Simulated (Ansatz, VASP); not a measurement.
One calculation of Cu, two programs

POSCAR

```
Cu
1.0
   -1.8138776400     -1.8138776400     -3.6277552800
    1.8138776400     -1.8138776400      0.0000000000
   -1.8138776400     -1.8138776400      0.0000000000
Cu
2
Direct
    0.0000000000      0.0000000000      0.0000000000
    0.5000000000      0.5000000000      0.0000000000
```

Contents of INCAR.step1:

```
PREC = Accurate
ENCUT = 520
ISMEAR = -1
SIGMA = 0.1
LREAL = F
LASPH = T
NELM = 150
ISPIN = 2
MAGMOM = 0 0
LMAXMIX = 4
NBANDS = 22
ISYM = 0
GGA = PE
ALGO = Normal
EDIFF = 1E-4
LWAVE = T
LCHARG = F
```

The input INCAR.step2:

```
PREC = Accurate
ENCUT = 520
EDIFF = 1E-6
ISMEAR = -1
SIGMA = 0.1
LREAL = F
LASPH = T
NELM = 150
ALGO = Normal
ISIF = 2
LWAVE = F
LCHARG = T
ISPIN = 2
MAGMOM = 0 0
LORBIT = 11
LMAXMIX = 4
METAGGA = R2SCAN
LMIXTAU = T
LELF = T
LVHAR = T
NBANDS = 22
ISYM = 0
ISTART = 1
```

KPOINTS

```
regular mesh
0
Gamma
  8 8 8
```

Input for Ansatz:

```yaml
crystal:
  lattice:
    - [1.81387764, 1.81387764, 3.62775528]
    - [-1.81387764, 1.81387764, 0.0]
    - [1.81387764, 1.81387764, 0.0]
  atoms:
    - { symbol: Cu, position: [0.0, 0.0, 0.0] }
    - { symbol: Cu, position: [0.5, 0.5, 0.0] }
  symmetry: { detect: false, time_reversal: true }
kpoints:
  mp_grid: { grid: [8, 8, 8], shift: [0, 0, 0] }
  band_path:
    path:
      - [0.0, 0.0, 0.0]
      - [0.5, 0.5, 0.5]
      - [0.875, 0.375, 0.625]
      - [0.75, 0.0, 0.75]
      - [0.0, 0.0, 0.0]
      - [1.0, 0.0, 0.5]
      - [0.75, 0.25, 0.75]
      - [0.5, 0.5, 0.5]
    npoints: 8
magnetization:
  spin_polarized: true
scf:
  occupations: { method: fermi_dirac }
  lower_state_search: "off"
  max_iter: 200
hamiltonian:
  pseudopotentials: { kind: paw }
  xc: r2scan
basis:
  ecutwfc: 500
  fft_grid_basis: typed
output:
  forces: true
  stress: true
  eigenvalues: true
  bader: true
  populations: true
  elf: true
  write_potential: true
  volumetric_format: npy
  dos:
    e_range: [-12, 8]
    de: 0.05
    projected: { site_lists: { Cu: [Cu] } }
checkpoint:
  read: saved_state
```

Alike in both runs: task single point; functional r2SCAN; k mesh 8 × 8 × 8; collinear spin.

|  | VASP | Ansatz |
| --- | --- | --- |
| version | VASP 6.6.1 | Ansatz 0.2.0 |
| potentials or method | VASP PAW PBE potentials, release 64 (Cu), cutoff 520 eV | PAW plane waves |
| occupations | fermi-dirac, width 0.1 eV | fermi-dirac |
| valence electrons in the cell | 22 | 38 |

|  | VASP | Ansatz | Ansatz less VASP |
| --- | --- | --- | --- |
| pressure (GPa) | -5.2 | -5.8 | -0.61 |
| net moment per atom (μB) | 0.00 | 0.00 | 0.000 |

VASP's potentials were made for PBE, not for r2SCAN. VASP's potentials hold 22 valence electrons a cell and Ansatz's 38, so a difference there can come from the potentials and not from the codes. Ansatz's warnings: no starting moments.

The k mesh is coarse, so the values compare programs but aren't converged.
